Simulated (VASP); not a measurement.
A run of VASP 6.6.1:

INCAR

```
ALGO     = Normal         # electronic algorithm
EDIFF    = 1E-6           # SCF threshold, eV
ENCUT    = 520            # plane-wave cutoff, eV
GGA      = PE             # functional
ISIF     = 2              # what is computed and relaxed
ISMEAR   = 0              # smearing method
LASPH    = True           # aspherical terms in the spheres
LCHARG   = False          # write CHGCAR
LREAL    = False          # projectors in reciprocal space
LWAVE    = False          # write WAVECAR
NBANDS   = 26             # bands
NELM     = 100            # most SCF steps
PREC     = Accurate       # precision mode
SIGMA    = 0.1            # smearing width, eV
```

Contents of KPOINTS:

```
k-points
0
Gamma
  8 8 10
```

The input POSCAR:

```
InB2As3
1.0
    3.0139980243     -6.2739733508      0.0000000000
    3.0139980243      6.2739733508      0.0000000000
    0.0000000000      0.0000000000      3.1173852835
In B As
1 2 3
Direct
    0.0000000000      0.0000000000      0.0000000000
    0.6124909329      0.3875090671      0.5000000000
    0.3875090671      0.6124909329      0.5000000000
    0.2300437902      0.7699562098      0.5000000000
    0.7699562098      0.2300437902      0.5000000000
    0.5000000000      0.5000000000      0.0000000000
```

Potentials or basis: VASP PAW PBE potentials, release 64 (In_d, B, As).

Launch:

```console
$ cat potpaw_PBE.64/In_d/POTCAR potpaw_PBE.64/B/POTCAR potpaw_PBE.64/As/POTCAR > POTCAR
$ mpirun -np 1 vasp_std > vasp.out
```

Hardware: 1 thread of Intel(R) Xeon(R) 6975P-C (Granite Rapids), with other jobs on the host.

**Question.** Estimate the wall time of this run.

**Answer.** Run time: 3.8 min on 1 thread of Intel(R) Xeon(R) 6975P-C (Granite Rapids), with other jobs on the host, peak memory 0.52 GiB. Counts: scf iterations 13, k points 126.
